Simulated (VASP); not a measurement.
Write the native input for VASP 6.6.1 that does the following.

- Task: single point
- Functional: PBEsol
- Potentials or basis: VASP PAW PBE potentials, release 64 (Mg, O)
- Cutoff: 520 eV
- k mesh: 10 × 10 × 10
- Occupations: gaussian, width 0.05 eV
- Spin: no spin polarisation
- Dipole correction: no
- Further INCAR settings: ALGO = Normal; EDIFF = 1e-06; NBANDS = 11

The structure of MgO lies in POSCAR:

```
MgO
1.0
    0.0000000000      2.1071057202      2.1071057202
    2.1071057202      0.0000000000      2.1071057202
    2.1071057202      2.1071057202      0.0000000000
Mg O
1 1
Direct
   -0.0474584635      0.0474584635     -0.0474584635
    0.5000000000      0.5000000000      0.5000000000
```

This cell differs from its parent crystal: all Mg atoms moved -0.200 Å, as atom 1 along Cartesian [0 1 0].

One way to write it, as run:

INCAR

```
ALGO     = Normal         # electronic algorithm
EDIFF    = 1E-6           # SCF threshold, eV
ENCUT    = 520            # plane-wave cutoff, eV
GGA      = PS             # functional
ISIF     = 2              # what is computed and relaxed
ISMEAR   = 0              # smearing method
LASPH    = True           # aspherical terms in the spheres
LCHARG   = True           # write CHGCAR
LELF     = True           # ELF
LREAL    = False          # projectors in reciprocal space
LVHAR    = True         
LWAVE    = False          # write WAVECAR
NBANDS   = 11             # bands
NELM     = 100            # most SCF steps
PREC     = Accurate       # precision mode
SIGMA    = 0.05           # smearing width, eV
```

KPOINTS

```
k-points
0
Gamma
  10 10 10
```

Potentials or basis: VASP PAW PBE potentials, release 64 (Mg, O).

Launch:

```console
$ cat potpaw_PBE.64/Mg/POTCAR potpaw_PBE.64/O/POTCAR > POTCAR
$ mpirun -np 1 vasp_std > vasp.out
```

It gave:

```
Pressure               : 3.8 GPa
Largest force          : 1.401 eV/Å
Band gap on the k mesh : 4.61 eV, direct
```

Caveat: the cell differs from its parent crystal (all Mg atoms moved -0.200 Å, as atom 1 along Cartesian [0 1 0]); the PAW data sets were made with another functional, which shifts forces and pressure a little.

Wall time 23 s on 1 thread of Intel Xeon 8259CL, with other jobs on the host, peak memory 0.15 GiB.
